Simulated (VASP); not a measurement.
Input of a VASP 6.6.1 run:

POSCAR

```
AlNi
1.0
    2.8631691193      0.0000000000      0.0000000000
    0.0000000000      2.8631691193      0.0000000000
    0.0000000000      0.0000000000      2.8631691193
Al Ni
1 1
Direct
    0.0000000000      0.0000000000      0.0000000000
    0.5000000000      0.5000000000      0.5000000000
```

File INCAR.step1:

```
SYSTEM = AlNi
  PREC = Accurate
  ENCUT = 520
  ISMEAR = 0
  SIGMA = 0.1
  LREAL = .False.
  LASPH = .True.
  NELM = 100
  NBANDS = 14
  GGA = PE
  ALGO = Normal
  EDIFF = 1E-4
  LWAVE = .True.
  LCHARG = .False.
```

File INCAR.step2:

```
SYSTEM = AlNi
  PREC = Accurate
  ENCUT = 520
  EDIFF = 1E-6
  ISMEAR = 0
  SIGMA = 0.1
  LREAL = .False.
  LASPH = .True.
  NELM = 100
  ALGO = Normal
  ISIF = 2
  LWAVE = .False.
  LCHARG = .False.
  METAGGA = R2SCAN
  LMIXTAU = .True.
  NBANDS = 14
  ISTART = 1
```

KPOINTS

```
Automatic mesh
0
Gamma
  14 14 14
  0 0 0
```

Potentials or basis: VASP PAW PBE potentials, release 64 (Al, Ni).

Command:

```sh
$ cat potpaw_PBE.64/Al/POTCAR potpaw_PBE.64/Ni/POTCAR > POTCAR
$ cp INCAR.step1 INCAR
$ mpirun -np 1 vasp_std > vasp.out
$ cp INCAR.step2 INCAR
$ mpirun -np 1 vasp_std > vasp.out
```

(1) What does it give for the pressure?

Results:

(1) -0.2 GPa.

Caveat: the PAW data sets were made with another functional, which shifts forces and pressure a little.
